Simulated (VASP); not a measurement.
# Ca3Sn2N (P6/mmm) in VASP: single point with PBE

Aim: the single point of Ca3Sn2N with PBE.

Everything below comes from runs of VASP 6.6.1. Logs are shortened: lines on timing, memory, paths and dates and some standing lists are left out, and cuts for length are marked.

**1. The cell of the first run**

Symmetry: P6/mmm, No. 191, hexagonal system. Conventional cell: a = 6.469 Å, b = 6.469 Å, c = 7.769 Å, α = 90.00°, β = 90.00°, γ = 120.00°. Within 4.3 Å of Ca (site symmetry mmm) lie 4 Ca at 3.23 Å and 2 N at 3.23 Å and 4 Sn at 3.83 Å. Within 2.7 Å of Sn (site symmetry 6mm) lie 1 N at 2.06 Å. N (site symmetry 6/mmm) has 2 Sn at 2.06 Å within 2.7 Å.

The cell was built from a structure type or drawn by symmetry, and may not be a known phase.

**2. Single point, PBE**

File INCAR:

```
  PREC = Accurate
  ENCUT = 520
  EDIFF = 1E-6
  ISMEAR = 0
  SIGMA = 0.1
  LREAL = F
  LASPH = T
  NELM = 100
  ALGO = Normal
  ISIF = 2
  LWAVE = F
  LCHARG = F
  GGA = PE
  NBANDS = 40
```

File KPOINTS:

```
Automatic mesh
0
Gamma
  6 6 6
```

File POSCAR:

```
Ca3Sn2N
1.0
    6.4690383166      0.0000000000      0.0000000000
   -3.2345191583      5.6023515202      0.0000000000
    0.0000000000      0.0000000000      7.7694183536
Ca Sn N
3 2 1
Direct
    0.5000000000      0.0000000000      0.5000000000
    0.0000000000      0.5000000000      0.5000000000
    0.5000000000      0.5000000000      0.5000000000
    0.0000000000      0.0000000000      0.7646259502
    0.0000000000      0.0000000000      0.2353740498
    0.0000000000      0.0000000000      0.5000000000
```

Potentials or basis: VASP PAW PBE potentials, release 64 (Ca_sv, Sn_d, N).

Launch:

```sh
> cat potpaw_PBE.64/Ca_sv/POTCAR potpaw_PBE.64/Sn_d/POTCAR potpaw_PBE.64/N/POTCAR > POTCAR
> mpirun -np 1 vasp_std > vasp.out
```

OUTCAR:

```text
PREC = Accurate
   ENCUT = 520
   EDIFF = 1E-6
   ISMEAR = 0
   LREAL = F
   LASPH = T
   NELM = 100
   ISIF = 2
   GGA = PE

 ion  position               nearest neighbor table
   1  0.500  0.000  0.500-
   2  0.000  0.500  0.500-
   3  0.500  0.500  0.500-
   4  0.000  0.000  0.765-   6 2.06   5 3.66
   5  0.000  0.000  0.235-   6 2.06   4 3.66
   6  0.000  0.000  0.500-   4 2.06   5 2.06

  LATTYP: Found a hexagonal cell.
 ALAT       =     6.4690383166
 C/A-ratio  =     1.2010159738

  Lattice vectors:

 A1 = (   6.4690383166,   0.0000000000,   0.0000000000)
 A2 = (  -3.2345191583,   5.6023515202,   0.0000000000)
 A3 = (   0.0000000000,   0.0000000000,   7.7694183536)

Analysis of symmetry for initial positions (statically):
=====================================================================
 Subroutine PRICEL returns:
 Original cell was already a primitive cell.

 Routine SETGRP: Setting up the symmetry group for a
 hexagonal supercell.

 Subroutine GETGRP returns: Found 24 space group operations
 (whereof 24 operations were pure point group operations)
 out of a pool of 24 trial point group operations.

The static configuration has the point symmetry D_6h.

Analysis of symmetry for dynamics (positions and initial velocities):
=====================================================================
 Subroutine PRICEL returns:
 Original cell was already a primitive cell.

 Routine SETGRP: Setting up the symmetry group for a
 hexagonal supercell.

 Subroutine GETGRP returns: Found 24 space group operations
 (whereof 24 operations were pure point group operations)
 out of a pool of 24 trial point group operations.

The dynamic configuration has the point symmetry D_6h.

 Subroutine INISYM returns: Found 24 space group operations
 (whereof 24 operations are pure point group operations),
 and found     1 'primitive' translations

----------------------------------------------------------------------------------------

                                     Primitive cell

  volume of cell :     281.5779

  direct lattice vectors                    reciprocal lattice vectors
     6.469038317  0.000000000  0.000000000     0.154582482  0.089248238  0.000000000
    -3.234519158  5.602351520  0.000000000     0.000000000  0.178496475  0.000000000
     0.000000000  0.000000000  7.769418354     0.000000000  0.000000000  0.128709764

  length of vectors
     6.469038317  6.469038317  7.769418354     0.178496475  0.178496475  0.128709764

  position of ions in fractional coordinates (direct lattice)
     0.500000000  0.000000000  0.500000000
     1.000000000  0.500000000  0.500000000
     0.500000000  0.500000000  0.500000000
     0.000000000  0.000000000  0.764625950
     0.000000000  0.000000000  0.235374050
     0.000000000  0.000000000  0.500000000

  ion indices of the primitive-cell ions
   primitive index   ion index
                 1           1
                 2           2
                 3           3
                 4           4
                 5           5
                 6           6

----------------------------------------------------------------------------------------

 KPOINTS: Automatic mesh

Automatic generation of k-mesh.
 Grid dimensions read from file:
 generate k-points for:    6    6    6

 Generating k-lattice:

  Cartesian coordinates                     Fractional coordinates (reciprocal lattice)
     0.025763747  0.014874706  0.000000000     0.166666667  0.000000000  0.000000000
     0.000000000  0.029749413  0.000000000     0.000000000  0.166666667  0.000000000
     0.000000000  0.000000000  0.021451627     0.000000000  0.000000000  0.166666667

  Length of vectors
     0.029749413  0.029749413  0.021451627

  Shift w.r.t. Gamma in fractional coordinates (k-lattice)
     0.000000000  0.000000000  0.000000000

 Subroutine IBZKPT returns following result:
 ===========================================

 Found     28 irreducible k-points:

 Following reciprocal coordinates:
            Coordinates               Weight
  0.000000  0.000000  0.000000      1.000000
  0.166667  0.000000  0.000000      6.000000
  0.333333 -0.000000  0.000000      6.000000
  0.500000  0.000000  0.000000      3.000000
  0.166667  0.166667  0.000000      6.000000
  0.333333  0.166667  0.000000     12.000000
[... 16 lines left out ...]
  0.166667  0.000000  0.500000      6.000000
  0.333333 -0.000000  0.500000      6.000000
 [... further k-points ...]
   k-points           NKPTS =     28   k-points in BZ     NKDIM =     28   number of bands    NBANDS=     40
   number of dos      NEDOS =    301   number of ions     NIONS =      6
   total plane-waves  NPLWV = 138240
   dimension x,y,z NGX =    48 NGY =   48 NGZ =   60
   dimension x,y,z NGXF=    96 NGYF=   96 NGZF=  120
   ions per type =               3   2   1
   NGX,Y,Z   is equivalent  to a cutoff of  12.34, 12.34, 12.84 a.u.
   NGXF,Y,Z  is equivalent  to a cutoff of  24.67, 24.67, 25.68 a.u.
 SYSTEM =  unknown system
   PREC   = accura    normal or accurate (medium, high low for compatibility)
   ISTART =      0    job   : 0-new  1-cont  2-samecut
   ICHARG =      2    charge: 1-file 2-atom 10-const
   ISPIN  =      1    spin polarized calculation?
   LNONCOLLINEAR =      F non collinear calculations
   LSORBIT =      F    spin-orbit coupling
   LASPH  =      T    aspherical Exc in radial PAW
   ENCUT  =  520.0 eV  38.22 Ry    6.18 a.u.  12.03 12.03 14.45*2*pi/ulx,y,z
   NELM   =    100;   NELMIN=  2; NELMDL= -5     # of ELM steps
   EDIFF  = 0.1E-05   stopping-criterion for ELM
   LREAL  =      F    real-space projection
   EDIFFG = 0.1E-04   stopping-criterion for IOM
   NSW    =      0    number of steps for IOM
   IBRION =     -1    ionic relax: 0-MD 1-quasi-New 2-CG
   NFREE  =      0    steps in history (QN), initial steepest desc. (CG)
   ISIF   =      2    stress and relaxation
   ISYM   =      2    0-nonsym 1-usesym 2-fastsym
   POTIM  = 0.5000    time-step for ionic-motion
   TEBEG  =    0.0;   TEEND  =   0.0 temperature during run
   PSTRESS=    0.0 pullay stress
   NELECT =      63.0000    total number of electrons
   NUPDOWN=      -1.0000    fix difference up-down
   EMIN   =  10.00;   EMAX   =-10.00  energy-range for DOS
   EFERMI =   0.00;   METHOD = LEGACY
   ISMEAR =     0;   SIGMA  =   0.10  broadening in eV -4-tet -1-fermi 0-gaus
   EFERMI_NEDOS =   21; number of points for ismear=-14 and -15
   IALGO  =     38    algorithm
   IMIX   =      4    mixing-type and parameters
     AMIX     =   0.40;   BMIX     =  1.00
     AMIX_MAG =   1.60;   BMIX_MAG =  1.00
  volume/ion in A,a.u.               =      46.93       316.70
  Fermi-wavevector in a.u.,A,eV,Ry     =   0.993853  1.878110 13.439070  0.987744
  Thomas-Fermi vector in A             =   2.125764
   LORBIT       =      0    0 simple, 1 ext, 2 COOP (PROOUT), +10 PAW based schemes
   GGA     = PE    functional components
   LHFCALC =     F    Hartree Fock is set to
   AEXX    =    0.0000 exact exchange contribution
   IVDW    =     0    specifies the selected vdW correction
   LEPSILON=     F    determine dielectric tensor
   LRPA    =     F    only Hartree local field effects (RPA)
 non-spin polarized calculation
 Gauss-broadening in eV      SIGMA  =   0.10
  energy-cutoff  :      520.00
  volume of cell :      281.58
 maximum number of plane-waves:      7620
   NGX = 25   NGY = 25   NGZ = 29

 number of electron      62.9999996 magnetization

 Free energy of the ion-electron system (eV)
  ---------------------------------------------------
  ext. energy  EPLUGINS =         0.00000000
  ---------------------------------------------------
  free energy    TOTEN  =       -18.41123394 eV

  energy without entropy =      -18.39777544  energy(sigma->0) =      -18.40450469

 E-fermi :   1.0931     XC(G=0):  -6.6735

 val. band max:        1.0552252002   @ k =   0.3333  -0.0000   0.0000
 cond. band min:       1.1001817600   @ k =   0.5000   0.0000   0.0000
 fundamental gap:      0.0449565598
 Fermi energy:         1.0930606189

 k-point     1 :       0.0000    0.0000    0.0000
  band No.  band energies     occupation
      1     -41.0888      2.00000
      2     -41.0170      2.00000
      3     -41.0170      2.00000
      4     -22.4369      2.00000
      5     -22.1964      2.00000
      6     -22.1964      2.00000
[... 32 lines left out ...]
     39       2.8206      0.00000
     40       3.0650      0.00000

 k-point     2 :       0.1667    0.0000    0.0000
  band No.  band energies     occupation
      1     -41.0846      2.00000
      2     -41.0212      2.00000
      3     -41.0170      2.00000
      4     -22.4084      2.00000
      5     -22.1926      2.00000
      6     -22.1764      2.00000
[... 32 lines left out ...]
     39       3.0666      0.00000
     40       3.1175      0.00000

 k-point     3 :       0.3333   -0.0000    0.0000
  band No.  band energies     occupation
      1     -41.0737      2.00000
      2     -41.0323      2.00000
      3     -41.0170      2.00000
      4     -22.3427      2.00000
      5     -22.1709      2.00000
      6     -22.1215      2.00000
[... 32 lines left out ...]
     39       3.1001      0.00000
     40       3.3802      0.00000

 k-point     4 :       0.5000    0.0000    0.0000
  band No.  band energies     occupation
      1     -41.0650      2.00000
      2     -41.0411      2.00000
      3     -41.0170      2.00000
      4     -22.3061      2.00000
      5     -22.1018      2.00000
      6     -22.0900      2.00000
[... 32 lines left out ...]
     39       3.1542      0.00000
     40       3.3633      0.00000
[... 772 lines left out ...]
     39       2.9170      0.00000
     40       2.9170      0.00000

 k-point    23 :       0.1667    0.0000    0.5000
  band No.  band energies     occupation
      1     -41.0846      2.00000
      2     -41.0212      2.00000
      3     -41.0170      2.00000
      4     -22.4085      2.00000
      5     -22.1926      2.00000
      6     -22.1764      2.00000
[... 32 lines left out ...]
     39       2.7979      0.00000
     40       3.3793      0.00000

 k-point    24 :       0.3333   -0.0000    0.5000
  band No.  band energies     occupation
      1     -41.0737      2.00000
      2     -41.0323      2.00000
      3     -41.0170      2.00000
      4     -22.3427      2.00000
      5     -22.1709      2.00000
      6     -22.1215      2.00000
[... 32 lines left out ...]
     39       2.9109      0.00000
     40       3.5633      0.00000

 [... further k-points ...]

------------------------ aborting loop because EDIFF is reached ----------------------------------------

  FORCE on cell =-STRESS in cart. coord.  units (eV):
  Direction    XX          YY          ZZ          XY          YZ          ZX
  --------------------------------------------------------------------------------------
  -------------------------------------------------------------------------------------
  Total       -0.0120448     -0.0120448      0.0053489     -0.0000000      0.0000000      0.0000000
  in kB       -0.0685350     -0.0685350      0.0304353     -0.0000000      0.0000000      0.0000000
  external PRESSURE =      -0.0355449 kB  Pullay stress =       0.0000000 kB

 VOLUME and BASIS-vectors are now :
 -----------------------------------------------------------------------------
  energy-cutoff  :      520.00
  volume of cell :      281.58
      direct lattice vectors                 reciprocal lattice vectors
     6.469038317  0.000000000  0.000000000     0.154582482  0.089248238  0.000000000
    -3.234519158  5.602351520  0.000000000     0.000000000  0.178496475  0.000000000
     0.000000000  0.000000000  7.769418354     0.000000000  0.000000000  0.128709764

 POSITION                                       TOTAL-FORCE (eV/Angst)
 -----------------------------------------------------------------------------------
      3.23452      0.00000      3.88471        -0.000000      0.000000      0.000000
     -1.61726      2.80118      3.88471        -0.000000      0.000000      0.000000
      1.61726      2.80118      3.88471        -0.000000      0.000000      0.000000
      0.00000      0.00000      5.94070        -0.000000     -0.000000      0.013537
      0.00000      0.00000      1.82872         0.000000      0.000000     -0.013537
      0.00000      0.00000      3.88471        -0.000000      0.000000      0.000000
 -----------------------------------------------------------------------------------
    total drift:                                0.000000     -0.000000     -0.000000

  FREE ENERGIE OF THE ION-ELECTRON SYSTEM (eV)
  ---------------------------------------------------
  free  energy   TOTEN  =       -18.4112339449 eV

  energy  without entropy=      -18.3977754429  energy(sigma->0) =      -18.40450469
```

It took 7.3 min on 1 thread of Intel Xeon Platinum 8259CL at 2.50GHz (Skylake/Cascade Lake), shared host; peak memory 0.53 GiB.

Results:

```yaml
Free_energy: -18.4112 eV
Pressure: 0.0 GPa
Largest_force: 0.014 eV/Å
Band_gap_on_the_k_mesh: zero (an odd number of electrons rules out a gap without spin polarisation)
```

Forces in eV/Å, atoms in the order of the input:
```
Ca   0.000  0.000  0.000
Ca   0.000  0.000  0.000
Ca   0.000  0.000  0.000
Sn   0.000  0.000  0.014
Sn   0.000  0.000 -0.014
N    0.000  0.000  0.000
```

Levels at points of the mesh, in eV from the Fermi level:
| k point | band 29 | band 30 | band 31 | band 32 | band 33 | band 34 |
| --- | --- | --- | --- | --- | --- | --- |
| (0.00, 0.00, 0.00) | -1.49 | -0.16 | -0.16 | 0.39 | 0.39 | 0.51 |
| (0.50, 0.00, 0.00) | -1.03 | -0.37 | -0.37 | 0.01 | 0.47 | 0.78 |
| (0.00, 0.00, 0.50) | -1.97 | -0.44 | -0.44 | 0.40 | 0.40 | 0.48 |
| (0.50, 0.00, 0.50) | -0.97 | -0.84 | -0.36 | -0.23 | 0.70 | 0.93 |

Caveat: spin-orbit coupling is left out, which moves the levels of the heavy elements.
